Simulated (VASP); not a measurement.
# TiC (I4/mmm) in VASP: single point with PBEsol

Aim: the single point of TiC with PBEsol.

Everything below comes from runs of VASP 6.6.1. Logs are shortened: lines on timing, memory, paths and dates and some standing lists are left out, and cuts for length are marked.

## (1) The cell of the first run

Symmetry: I4/mmm, No. 139, tetragonal system. Conventional cell: a = 3.106 Å, b = 3.106 Å, c = 4.198 Å, α = 90.00°, β = 90.00°, γ = 90.00°. Within 2.8 Å of Ti (site symmetry 4/mmm) lie 6 C at 2.10 to 2.20 Å. C (site symmetry 4/mmm) has 6 Ti at 2.10 to 2.20 Å within 2.8 Å.

## (2) Single point, PBEsol (strain +0.015 along x and y, -0.030 along z)

INCAR reads:

```
PREC = Accurate ; ENCUT = 520
EDIFF = 1E-6 ; ISMEAR = 0
SIGMA = 0.15 ; LREAL = False
LASPH = True ; NELM = 100
ALGO = Normal ; ISIF = 2
LWAVE = False ; LCHARG = False
GGA = PS ; NBANDS = 15
```

KPOINTS reads:

```
Automatic mesh
0
Gamma
  18 18 18
```

POSCAR reads:

```
TiC
1.0
    0.0000000000      2.1964600000      2.0990800000
    2.1964600000      0.0000000000      2.0990800000
    2.1964600000      2.1964600000      0.0000000000
Ti C
1 1
Direct
    0.0000000000      0.0000000000      0.0000000000
    0.5000000000      0.5000000000      0.5000000000
```

Potentials or basis: VASP PAW PBE potentials, release 64 (Ti_sv, C).

Launch:

```
$ cat potpaw_PBE.64/Ti_sv/POTCAR potpaw_PBE.64/C/POTCAR > POTCAR
$ mpirun -np 1 vasp_std > vasp.out
```

OUTCAR:

```text
PREC = Accurate
   ENCUT = 520
   EDIFF = 1E-6
   ISMEAR = 0
   LREAL = False
   LASPH = True
   NELM = 100
   ISIF = 2
   GGA = PS

 ion  position               nearest neighbor table
   1  0.000  0.000  0.000-   2 2.10   2 2.10   2 2.20   2 2.20   2 2.20   2 2.20
   2  0.500  0.500  0.500-   1 2.10   1 2.10   1 2.20   1 2.20   1 2.20   1 2.20

  LATTYP: Found a body centered tetragonal cell.
 ALAT       =     3.1062635212
 C/A-ratio  =     1.3515144389

  Lattice vectors:

 A1 = (   0.0000000000,  -2.1964600000,  -2.0990800000)
 A2 = (   0.0000000000,   2.1964600000,  -2.0990800000)
 A3 = (   2.1964600000,   0.0000000000,   2.0990800000)

Analysis of symmetry for initial positions (statically):
=====================================================================
 Subroutine PRICEL returns:
 Original cell was already a primitive cell.

 Routine SETGRP: Setting up the symmetry group for a
 body centered tetragonal supercell.

 Subroutine GETGRP returns: Found 16 space group operations
 (whereof 16 operations were pure point group operations)
 out of a pool of 16 trial point group operations.

The static configuration has the point symmetry D_4h.

Analysis of symmetry for dynamics (positions and initial velocities):
=====================================================================
 Subroutine PRICEL returns:
 Original cell was already a primitive cell.

 Routine SETGRP: Setting up the symmetry group for a
 body centered tetragonal supercell.

 Subroutine GETGRP returns: Found 16 space group operations
 (whereof 16 operations were pure point group operations)
 out of a pool of 16 trial point group operations.

The dynamic configuration has the point symmetry D_4h.

 Subroutine INISYM returns: Found 16 space group operations
 (whereof 16 operations are pure point group operations),
 and found     1 'primitive' translations

----------------------------------------------------------------------------------------

                                     Primitive cell

  volume of cell :      20.2538

  direct lattice vectors                    reciprocal lattice vectors
     0.000000000  2.196460000  2.099080000    -0.227639019  0.227639019  0.238199592
     2.196460000  0.000000000  2.099080000     0.227639019 -0.227639019  0.238199592
     2.196460000  2.196460000  0.000000000     0.227639019  0.227639019 -0.238199592

  length of vectors
     3.038185870  3.038185870  3.106263521     0.400472336  0.400472336  0.400472336

  position of ions in fractional coordinates (direct lattice)
     0.000000000  0.000000000  0.000000000
     0.500000000  0.500000000  0.500000000

  ion indices of the primitive-cell ions
   primitive index   ion index
                 1           1
                 2           2

----------------------------------------------------------------------------------------

 KPOINTS: Automatic mesh

Automatic generation of k-mesh.
 Grid dimensions read from file:
 generate k-points for:   18   18   18

 Generating k-lattice:

  Cartesian coordinates                     Fractional coordinates (reciprocal lattice)
    -0.012646612  0.012646612  0.013233311     0.055555556 -0.000000000  0.000000000
     0.012646612 -0.012646612  0.013233311    -0.000000000  0.055555556  0.000000000
     0.012646612  0.012646612 -0.013233311     0.000000000  0.000000000  0.055555556

  Length of vectors
     0.022248463  0.022248463  0.022248463

  Shift w.r.t. Gamma in fractional coordinates (k-lattice)
     0.000000000  0.000000000  0.000000000

 Subroutine IBZKPT returns following result:
 ===========================================

 Found    480 irreducible k-points:

 Following reciprocal coordinates:
            Coordinates               Weight
  0.000000  0.000000  0.000000      1.000000
  0.055556  0.000000  0.000000      8.000000
  0.111111  0.000000  0.000000      8.000000
  0.166667  0.000000  0.000000      8.000000
  0.222222 -0.000000  0.000000      8.000000
  0.277778  0.000000  0.000000      8.000000
[... 16 lines left out ...]
 -0.277778  0.055556  0.000000      8.000000
 -0.222222  0.055556  0.000000      8.000000
 [... further k-points ...]
   k-points           NKPTS =    480   k-points in BZ     NKDIM =    480   number of bands    NBANDS=     15
   number of dos      NEDOS =    301   number of ions     NIONS =      2
   total plane-waves  NPLWV =  13824
   dimension x,y,z NGX =    24 NGY =   24 NGZ =   24
   dimension x,y,z NGXF=    48 NGYF=   48 NGZF=   48
   ions per type =               1   1
   NGX,Y,Z   is equivalent  to a cutoff of  13.13, 13.13, 12.84 a.u.
   NGXF,Y,Z  is equivalent  to a cutoff of  26.27, 26.27, 25.69 a.u.
 SYSTEM =  unknown system
   PREC   = accura    normal or accurate (medium, high low for compatibility)
   ISTART =      0    job   : 0-new  1-cont  2-samecut
   ICHARG =      2    charge: 1-file 2-atom 10-const
   ISPIN  =      1    spin polarized calculation?
   LNONCOLLINEAR =      F non collinear calculations
   LSORBIT =      F    spin-orbit coupling
   LASPH  =      T    aspherical Exc in radial PAW
   ENCUT  =  520.0 eV  38.22 Ry    6.18 a.u.   5.65  5.65  5.78*2*pi/ulx,y,z
   NELM   =    100;   NELMIN=  2; NELMDL= -5     # of ELM steps
   EDIFF  = 0.1E-05   stopping-criterion for ELM
   LREAL  =      F    real-space projection
[... 7 lines left out ...]
   TEBEG  =    0.0;   TEEND  =   0.0 temperature during run
   PSTRESS=    0.0 pullay stress
   NELECT =      16.0000    total number of electrons
   NUPDOWN=      -1.0000    fix difference up-down
   EMIN   =  10.00;   EMAX   =-10.00  energy-range for DOS
   EFERMI =   0.00;   METHOD = LEGACY
   ISMEAR =     0;   SIGMA  =   0.15  broadening in eV -4-tet -1-fermi 0-gaus
   EFERMI_NEDOS =   21; number of points for ismear=-14 and -15
   IALGO  =     38    algorithm
   IMIX   =      4    mixing-type and parameters
     AMIX     =   0.40;   BMIX     =  1.00
     AMIX_MAG =   1.60;   BMIX_MAG =  1.00
  volume/ion in A,a.u.               =      10.13        68.34
  Fermi-wavevector in a.u.,A,eV,Ry     =   1.513374  2.859862 31.161439  2.290301
  Thomas-Fermi vector in A             =   2.623174
   LORBIT       =      0    0 simple, 1 ext, 2 COOP (PROOUT), +10 PAW based schemes
   GGA     = PS    functional components
   LHFCALC =     F    Hartree Fock is set to
   AEXX    =    0.0000 exact exchange contribution
   IVDW    =     0    specifies the selected vdW correction
   LEPSILON=     F    determine dielectric tensor
   LRPA    =     F    only Hartree local field effects (RPA)
 non-spin polarized calculation
 Gauss-broadening in eV      SIGMA  =   0.15
  energy-cutoff  :      520.00
  volume of cell :       20.25
 maximum number of plane-waves:       560
   NGX = 11   NGY = 11   NGZ = 11

 number of electron      15.9999998 magnetization

 Free energy of the ion-electron system (eV)
  ---------------------------------------------------
  ext. energy  EPLUGINS =         0.00000000
  ---------------------------------------------------
  free energy    TOTEN  =       -19.76034443 eV

  energy without entropy =      -19.75696738  energy(sigma->0) =      -19.75865590

 E-fermi :   9.3413     XC(G=0): -12.8721

 val. band max:        9.3395353550   @ k =   0.3333  -0.0000   0.2778
 cond. band min:       9.3639733388   @ k =  -0.0556   0.0000   0.0556
 fundamental gap:      0.0244379838
 Fermi energy:         9.3413210365

 k-point     1 :       0.0000    0.0000    0.0000
  band No.  band energies     occupation
      1     -46.9749      2.00000
      2     -23.1191      2.00000
      3     -23.1191      2.00000
      4     -23.0660      2.00000
      5      -3.0453      2.00000
      6       9.9010      0.00000
      7       9.9010      0.00000
      8      10.2329      0.00000
      9      10.9019      0.00000
     10      10.9866      0.00000
     11      10.9866      0.00000
     12      11.1672      0.00000
     13      11.1889      0.00000
     14      19.9178      0.00000
     15      23.2997      0.00000

 k-point     2 :       0.0556    0.0000    0.0000
  band No.  band energies     occupation
      1     -46.9726      2.00000
      2     -23.1304      2.00000
      3     -23.1211      2.00000
      4     -23.0718      2.00000
      5      -2.9743      2.00000
      6       9.6137      0.01024
      7       9.7472      0.00013
      8      10.0112      0.00000
      9      10.3315      0.00000
     10      10.4704      0.00000
     11      11.2485      0.00000
     12      11.8164      0.00000
     13      12.0714      0.00000
     14      20.0443      0.00000
     15      23.3345      0.00000

 k-point     3 :       0.1111    0.0000    0.0000
  band No.  band energies     occupation
      1     -46.9660      2.00000
      2     -23.1697      2.00000
      3     -23.1270      2.00000
      4     -23.0816      2.00000
      5      -2.7648      2.00000
      6       8.8907      1.99998
      7       9.1229      1.96055
      8       9.3302      1.08381
      9      10.3392      0.00000
     10      10.4634      0.00000
     11      11.5401      0.00000
     12      12.7421      0.00000
     13      13.0423      0.00000
     14      20.3663      0.00000
     15      23.3766      0.00000
[... 343 lines left out ...]
 k-point    23 :      -0.2778    0.0556    0.0000
  band No.  band energies     occupation
      1     -46.9252      2.00000
      2     -23.4327      2.00000
      3     -23.1568      2.00000
      4     -23.1213      2.00000
      5      -1.2535      2.00000
      6       5.7913      2.00000
      7       7.1038      2.00000
      8       7.4422      2.00000
      9      11.2109      0.00000
     10      11.5749      0.00000
     11      12.4858      0.00000
     12      15.6433      0.00000
     13      16.0745      0.00000
     14      19.9375      0.00000
     15      24.1978      0.00000

 k-point    24 :      -0.2222    0.0556    0.0000
  band No.  band energies     occupation
      1     -46.9382      2.00000
      2     -23.3483      2.00000
      3     -23.1447      2.00000
      4     -23.1135      2.00000
      5      -1.7990      2.00000
      6       6.6932      2.00000
      7       7.5532      2.00000
      8       7.9416      2.00000
      9      10.8064      0.00000
     10      11.2916      0.00000
     11      12.2188      0.00000
     12      14.7758      0.00000
     13      15.3119      0.00000
     14      20.5953      0.00000
     15      23.6538      0.00000

 [... further k-points ...]

------------------------ aborting loop because EDIFF is reached ----------------------------------------

  FORCE on cell =-STRESS in cart. coord.  units (eV):
  Direction    XX          YY          ZZ          XY          YZ          ZX
  --------------------------------------------------------------------------------------
  -------------------------------------------------------------------------------------
  Total       -1.4043326     -1.4043326      1.0127438      0.0000000     -0.0000000     -0.0000000
  in kB     -111.0900035   -111.0900035     80.1132976      0.0000000     -0.0000000     -0.0000000
  external PRESSURE =     -47.3555698 kB  Pullay stress =       0.0000000 kB

 VOLUME and BASIS-vectors are now :
 -----------------------------------------------------------------------------
  energy-cutoff  :      520.00
  volume of cell :       20.25
      direct lattice vectors                 reciprocal lattice vectors
     0.000000000  2.196460000  2.099080000    -0.227639019  0.227639019  0.238199592
     2.196460000  0.000000000  2.099080000     0.227639019 -0.227639019  0.238199592
     2.196460000  2.196460000  0.000000000     0.227639019  0.227639019 -0.238199592

 POSITION                                       TOTAL-FORCE (eV/Angst)
 -----------------------------------------------------------------------------------
      0.00000      0.00000      0.00000         0.000000      0.000000      0.000000
      2.19646      2.19646      2.09908        -0.000000     -0.000000     -0.000000
 -----------------------------------------------------------------------------------
    total drift:                                0.000000     -0.000000     -0.000000

  FREE ENERGIE OF THE ION-ELECTRON SYSTEM (eV)
  ---------------------------------------------------
  free  energy   TOTEN  =       -19.7603444264 eV

  energy  without entropy=      -19.7569673787  energy(sigma->0) =      -19.75865590
```

It took 2.1 min on 1 thread of Intel Xeon Platinum 8259CL at 2.50GHz (Skylake/Cascade Lake), shared host; peak memory 0.26 GiB.

What came out:

| Quantity | Value |
| --- | --- |
| Free energy | -19.7603 eV |
| Pressure | -4.7 GPa |
| Band gap on the k mesh | zero (bands 8 and 9 overlap by 1.61 eV) |

Levels at points of the mesh, in eV from the Fermi level:
```
           k point  band 4  band 5  band 6  band 7  band 8  band 9  band 10  band 11  band 12  band 13
(0.00, 0.00, 0.00)  -32.41  -12.39    0.56    0.56    0.89    1.56     1.65     1.65     1.83     1.85
(0.50, 0.00, 0.00)  -32.46   -8.84   -5.89   -2.96   -2.89    2.83     3.05     4.15     7.92     8.13
(0.50, 0.50, 0.00)  -32.66  -10.03   -3.10   -1.74   -0.25   -0.25     2.77     3.55     3.55     6.19
(0.50, 0.00, 0.50)  -32.59  -10.11   -3.61   -1.65    0.08    0.12     2.71     3.39     3.65     5.77
```

Caveat: the cell differs from its parent crystal (strain +0.015 along x and y, -0.030 along z); the stress differs along the axes, from -11 to 8 GPa; the PAW data sets were made with another functional, which shifts forces and pressure a little.

The gap in the log of VASP goes by the Fermi energy; the results here count the filled bands.